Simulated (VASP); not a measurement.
# MgO in VASP: further runs

MgO is run at these levels: r2SCAN; tasks: single point.

All numbers are computed with VASP 6.6.1; they aren't measurements. Logs are shortened: lines on timing, memory, paths and dates and some standing lists are left out, and cuts for length are marked.

## (1) The cell of the first run

Symmetry: R-3m, No. 166, trigonal system. Conventional cell: a = 3.710 Å, b = 3.710 Å, c = 4.493 Å, α = 90.00°, β = 90.00°, γ = 120.00°. Within 3.0 Å of Mg (site symmetry -3m) lie 8 O at 2.25 to 2.27 Å and 6 Mg at 2.61 Å. Within 3.0 Å of O (site symmetry -3m) lie 8 Mg at 2.25 to 2.27 Å and 6 O at 2.61 Å.

## (2) Single point, r2SCAN (strain along [111] -1.1%)

File POSCAR:

```
MgO
1.0
    2.6136427367     -0.0097063918     -0.0097063918
   -0.0097063918      2.6136427367     -0.0097063918
   -0.0097063918     -0.0097063918      2.6136427367
Mg O
1 1
Direct
    0.0000000000      0.0000000000      0.0000000000
    0.5000000000      0.5000000000      0.5000000000
```

File INCAR.step1:

```
ALGO = Normal ; EDIFF = 1E-4
ENCUT = 520 ; GGA = PE
ISMEAR = 0 ; LASPH = T
LCHARG = F ; LREAL = F
LWAVE = T ; NBANDS = 11
NELM = 60 ; PREC = Accurate
SIGMA = 0.01
```

File INCAR.step2:

```
ALGO = Normal ; EDIFF = 1E-7
ENCUT = 520 ; ISIF = 2
ISMEAR = 0 ; ISTART = 1
LASPH = T ; LCHARG = T
LELF = T ; LMIXTAU = T
LREAL = F ; LVHAR = T
LWAVE = F ; METAGGA = R2SCAN
NBANDS = 11 ; NELM = 60
PREC = Accurate ; SIGMA = 0.01
```

File KPOINTS:

```
k-points
0
Gamma
  10 10 10
```

Potentials or basis: VASP PAW PBE potentials, release 64 (Mg, O).

Launch:

```
$ cat potpaw_PBE.64/Mg/POTCAR potpaw_PBE.64/O/POTCAR > POTCAR
$ cp INCAR.step1 INCAR
$ mpirun -np 1 vasp_std > vasp.out
$ cp INCAR.step2 INCAR
$ mpirun -np 1 vasp_std > vasp.out
```

OUTCAR:

```text
EDIFF = 1E-7
   ENCUT = 520
   ISIF = 2
   ISMEAR = 0
   ISTART = 1
   LASPH = T
   LREAL = F
   METAGGA = R2SCAN
   NELM = 60
   PREC = Accurate

 ion  position               nearest neighbor table
   1  0.000  0.000  0.000-   2 2.25   2 2.25   2 2.27   2 2.27   2 2.27   2 2.27   2 2.27   2 2.27

   2  0.500  0.500  0.500-   1 2.25   1 2.25   1 2.27   1 2.27   1 2.27   1 2.27   1 2.27   1 2.27

  LATTYP: Found a trigonal (rhomboedric) cell.
 ALAT       =     2.6136787835
 COS(alpha) =    -0.0074134853

  Lattice vectors:

 A1 = (   2.6136427367,  -0.0097063918,  -0.0097063918)
 A2 = (  -0.0097063918,   2.6136427367,  -0.0097063918)
 A3 = (  -0.0097063918,  -0.0097063918,   2.6136427367)

Analysis of symmetry for initial positions (statically):
=====================================================================
 Subroutine PRICEL returns:
 Original cell was already a primitive cell.

 Routine SETGRP: Setting up the symmetry group for a
 trigonal (rhombohedral) supercell.

 Subroutine GETGRP returns: Found 12 space group operations
 (whereof 12 operations were pure point group operations)
 out of a pool of 12 trial point group operations.

The static configuration has the point symmetry D_3d.

Analysis of symmetry for dynamics (positions and initial velocities):
=====================================================================
 Subroutine PRICEL returns:
 Original cell was already a primitive cell.

 Routine SETGRP: Setting up the symmetry group for a
 trigonal (rhombohedral) supercell.

 Subroutine GETGRP returns: Found 12 space group operations
 (whereof 12 operations were pure point group operations)
 out of a pool of 12 trial point group operations.

The dynamic configuration has the point symmetry D_3d.

 Subroutine INISYM returns: Found 12 space group operations
 (whereof 12 operations are pure point group operations),
 and found     1 'primitive' translations

----------------------------------------------------------------------------------------

                                     Primitive cell

  volume of cell :      17.8534

  direct lattice vectors                    reciprocal lattice vectors
     2.613642737 -0.009706392 -0.009706392     0.382618356  0.001426242  0.001426242
    -0.009706392  2.613642737 -0.009706392     0.001426242  0.382618356  0.001426242
    -0.009706392 -0.009706392  2.613642737     0.001426242  0.001426242  0.382618356

  length of vectors
[... 85 lines left out ...]
   NSW    =      0    number of steps for IOM
   IBRION =     -1    ionic relax: 0-MD 1-quasi-New 2-CG
   NFREE  =      0    steps in history (QN), initial steepest desc. (CG)
   ISIF   =      2    stress and relaxation
   ISYM   =      2    0-nonsym 1-usesym 2-fastsym
   POTIM  = 0.5000    time-step for ionic-motion
   TEBEG  =    0.0;   TEEND  =   0.0 temperature during run
   PSTRESS=    0.0 pullay stress
   NELECT =       8.0000    total number of electrons
   NUPDOWN=      -1.0000    fix difference up-down
   EMIN   =  10.00;   EMAX   =-10.00  energy-range for DOS
   EFERMI =   0.00;   METHOD = LEGACY
   ISMEAR =     0;   SIGMA  =   0.01  broadening in eV -4-tet -1-fermi 0-gaus
   EFERMI_NEDOS =   21; number of points for ismear=-14 and -15
   IALGO  =     38    algorithm
   IMIX   =      4    mixing-type and parameters
     AMIX     =   0.40;   BMIX     =  1.00
     AMIX_MAG =   1.60;   BMIX_MAG =  1.00
  volume/ion in A,a.u.               =       8.93        60.24
  Fermi-wavevector in a.u.,A,eV,Ry     =   1.252751  2.367355 21.352765  1.569384
  Thomas-Fermi vector in A             =   2.386636
   LORBIT       =      0    0 simple, 1 ext, 2 COOP (PROOUT), +10 PAW based schemes
   METAGGA = R2SCAN    functional components
   LHFCALC =     F    Hartree Fock is set to
   AEXX    =    0.0000 exact exchange contribution
   IVDW    =     0    specifies the selected vdW correction
   LEPSILON=     F    determine dielectric tensor
   LRPA    =     F    only Hartree local field effects (RPA)
 non-spin polarized calculation
 Gauss-broadening in eV      SIGMA  =   0.01
  energy-cutoff  :      520.00
  volume of cell :       17.85
 maximum number of plane-waves:       493
   NGX =  9   NGY =  9   NGZ =  9

 number of electron       8.0000001 magnetization

 Free energy of the ion-electron system (eV)
  ---------------------------------------------------
  ext. energy  EPLUGINS =         0.00000000
  ---------------------------------------------------
  free energy    TOTEN  =       -14.52830127 eV

  energy without entropy =      -14.52830127  energy(sigma->0) =      -14.52830127

 E-fermi :   5.0323     XC(G=0): -11.9414

 val. band max:        4.9179326686   @ k =   0.5000   0.5000   0.0000
 cond. band min:       8.4798493664   @ k =   0.0000   0.0000   0.0000
 fundamental gap:      3.5619166978
 Fermi energy:         5.0322834272

 k-point     1 :       0.0000    0.0000    0.0000
  band No.  band energies     occupation
      1     -14.7418      2.00000
      2       3.8054      2.00000
      3       3.8685      2.00000
      4       3.8685      2.00000
      5       8.4798      0.00000
      6      16.4061      0.00000
      7      16.4061      0.00000
      8      26.9229      0.00000
      9      26.9229      0.00000
     10      27.1647      0.00000
     11      34.0129      0.00000
[... 309 lines left out ...]
 k-point    24 :       0.4000    0.3000    0.0000
  band No.  band energies     occupation
      1     -13.0520      2.00000
      2      -0.3591      2.00000
      3       1.1382      2.00000
      4       4.6452      2.00000
      5      12.9344      0.00000
      6      15.7482      0.00000
      7      18.3346      0.00000
      8      22.6277      0.00000
      9      25.2379      0.00000
     10      26.8243      0.00000
     11      29.2083      0.00000

 [... further k-points ...]
[... 5 lines left out ...]
  --------------------------------------------------------------------------------------
  -------------------------------------------------------------------------------------
  Total        0.0667287      0.0667287      0.0667287     -0.0496389     -0.0496389     -0.0496389
  in kB        5.9882825      5.9882825      5.9882825     -4.4546336     -4.4546336     -4.4546336
  external PRESSURE =       5.9882825 kB  Pullay stress =       0.0000000 kB

 VOLUME and BASIS-vectors are now :
 -----------------------------------------------------------------------------
  energy-cutoff  :      520.00
  volume of cell :       17.85
      direct lattice vectors                 reciprocal lattice vectors
     2.613642737 -0.009706392 -0.009706392     0.382618356  0.001426242  0.001426242
    -0.009706392  2.613642737 -0.009706392     0.001426242  0.382618356  0.001426242
    -0.009706392 -0.009706392  2.613642737     0.001426242  0.001426242  0.382618356

 POSITION                                       TOTAL-FORCE (eV/Angst)
 -----------------------------------------------------------------------------------
      0.00000      0.00000      0.00000         0.000000      0.000000     -0.000000
      1.29711      1.29711      1.29711        -0.000000     -0.000000      0.000000
 -----------------------------------------------------------------------------------
    total drift:                                0.000000      0.000000      0.000000

  FREE ENERGIE OF THE ION-ELECTRON SYSTEM (eV)
  ---------------------------------------------------
  free  energy   TOTEN  =       -14.5283012652 eV

  energy  without entropy=      -14.5283012652  energy(sigma->0) =      -14.52830127
```

It took 66 s on 1 thread of AMD EPYC 7R43 (Zen 3), shared host; peak memory 0.11 GiB.

Results:

```yaml
Free_energy: -14.5283 eV
Pressure: 0.6 GPa
Band_gap_on_the_k_mesh: 3.56 eV, indirect (least direct gap 4.61 eV)
```

Levels at points of the mesh, in eV from the valence-band top:
| k point | band 1 | band 2 | band 3 | band 4 | band 5 | band 6 | band 7 | band 8 | band 9 |
| --- | --- | --- | --- | --- | --- | --- | --- | --- | --- |
| (0.00, 0.00, 0.00) | -19.66 | -1.11 | -1.05 | -1.05 | 3.56 | 11.49 | 11.49 | 22.00 | 22.00 |
| (0.50, 0.00, 0.00) | -18.42 | -6.68 | -0.62 | -0.57 | 8.11 | 10.76 | 15.88 | 18.59 | 19.39 |
| (0.50, 0.50, 0.00) | -17.52 | -4.93 | -4.88 | 0.00 | 5.93 | 13.52 | 13.66 | 14.55 | 20.54 |
| (0.50, 0.50, 0.50) | -16.63 | -3.85 | -3.85 | -3.82 | 8.39 | 8.39 | 8.63 | 18.14 | 20.47 |

Caveat: the cell differs from its parent crystal (strain along [111] -1.1%); the PAW data sets were made with another functional, which shifts forces and pressure a little. A k mesh can miss the band edges.

## (3) Single point, r2SCAN (uniaxial x strain -2.6%)

File POSCAR:

```
MgO
1.0
    2.5561913908      0.0000000000      0.0000000000
    0.0000000000      2.6233491285      0.0000000000
    0.0000000000      0.0000000000      2.6233491285
Mg O
1 1
Direct
    0.0000000000      0.0000000000      0.0000000000
    0.5000000000      0.5000000000      0.5000000000
```

File INCAR.step1:

```
SYSTEM = MgO
PREC = Accurate
ENCUT = 520
ISMEAR = 0
SIGMA = 0.01
LREAL = .False.
LASPH = .True.
NELM = 80
NBANDS = 11
GGA = PE
ALGO = Normal
EDIFF = 1E-4
LWAVE = .True.
LCHARG = .False.
```

File INCAR.step2:

```
SYSTEM = MgO
PREC = Accurate
ENCUT = 520
EDIFF = 1E-6
ISMEAR = 0
SIGMA = 0.01
LREAL = .False.
LASPH = .True.
NELM = 80
ALGO = Normal
ISIF = 2
LWAVE = .False.
LCHARG = .False.
METAGGA = R2SCAN
LMIXTAU = .True.
NBANDS = 11
ISTART = 1
```

File KPOINTS:

```
regular mesh
0
Gamma
  10 10 10
  0 0 0
```

Potentials or basis: VASP PAW PBE potentials, release 64 (Mg, O).

Launch:

```
$ cat potpaw_PBE.64/Mg/POTCAR potpaw_PBE.64/O/POTCAR > POTCAR
$ cp INCAR.step1 INCAR
$ mpirun -np 1 vasp_std > vasp.out
$ cp INCAR.step2 INCAR
$ mpirun -np 1 vasp_std > vasp.out
```

Run time: 64 s. Hardware: 1 thread of AMD EPYC 7R43 (Zen 3), shared host; peak memory 0.11 GiB.

Results (log left out):

| Item | Value |
| --- | --- |
| Free energy | -14.5063 eV |
| Pressure | 3.2 GPa |
| Band gap on the k mesh | 3.49 eV, indirect (least direct gap 4.48 eV) |

Stress tensor (GPa, compression positive):
```
15.92  0.00  0.00
 0.00 -3.16  0.00
 0.00  0.00 -3.16
```

Levels at points of the mesh, in eV from the valence-band top:
| k point | band 1 | band 2 | band 3 | band 4 | band 5 | band 6 | band 7 | band 8 | band 9 |
| --- | --- | --- | --- | --- | --- | --- | --- | --- | --- |
| (0.00, 0.00, 0.00) | -19.95 | -1.41 | -1.41 | -0.99 | 3.49 | 11.07 | 11.62 | 21.88 | 21.88 |
| (0.50, 0.00, 0.00) | -18.58 | -6.87 | -0.87 | -0.87 | 7.86 | 10.92 | 15.80 | 18.31 | 19.23 |
| (0.00, 0.50, 0.00) | -18.72 | -7.01 | -0.95 | -0.56 | 8.14 | 10.64 | 15.78 | 18.63 | 18.85 |
| (0.50, 0.50, 0.00) | -17.70 | -5.16 | -5.11 | -0.27 | 5.93 | 13.30 | 13.75 | 14.23 | 20.10 |
| (0.00, 0.50, 0.50) | -17.83 | -5.25 | -5.25 | 0.00 | 5.54 | 13.65 | 13.65 | 15.01 | 21.10 |
| (0.50, 0.50, 0.50) | -16.82 | -4.14 | -4.08 | -4.08 | 8.21 | 8.42 | 8.42 | 18.23 | 20.30 |

Caveat: the cell differs from its parent crystal (uniaxial x strain -2.6%); the PAW data sets were made with another functional, which shifts forces and pressure a little.
